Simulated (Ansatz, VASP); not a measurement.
## One calculation of Os, two programs

```xyz
1
Lattice="0.0000 1.9742 2.0034 1.9742 0.0000 2.0034 1.9742 1.9742 0.0000" Properties=species:S:1:pos:R:3 pbc="T T T"
Os    0.0000    0.0000    0.0000
```

Change from the starting cell: strain +0.015 along x and y, +0.030 along z, atoms carried along.

Alike in both runs: task single point; functional PBEsol; k mesh 20 × 20 × 20; occupations gaussian, width 0.15 eV; no spin polarisation.

|  | VASP | Ansatz |
| --- | --- | --- |
| version | VASP 6.6.1 | Ansatz 0.2.0 |
| potentials or method | VASP PAW PBE potentials, release 64 (Os), cutoff 520 eV | scalar-relativistic, plane waves, PAW |
| valence electrons in the cell | 8 | 16 |

```tsv
	VASP	Ansatz	Ansatz less VASP
gap on the k mesh at the Fermi level (eV)	none	none	-
pressure (GPa)	-36.8	-36.5	+0.27
traceless stress, the component that is largest in VASP (GPa)	-2.33	-2.32	+0.010
```

VASP's potentials were made for PBE, not for PBEsol. A gap of «none» marks a metal or a gap that the smearing closes. Both programs put the cell under strong tension, so it lies far from rest at this level. VASP's potentials hold 8 valence electrons a cell and Ansatz's 16, so a difference there can come from the potentials and not from the codes.

Neither program's run includes spin-orbit coupling. Noted on VASP's run: the cell as given lies far from equilibrium.
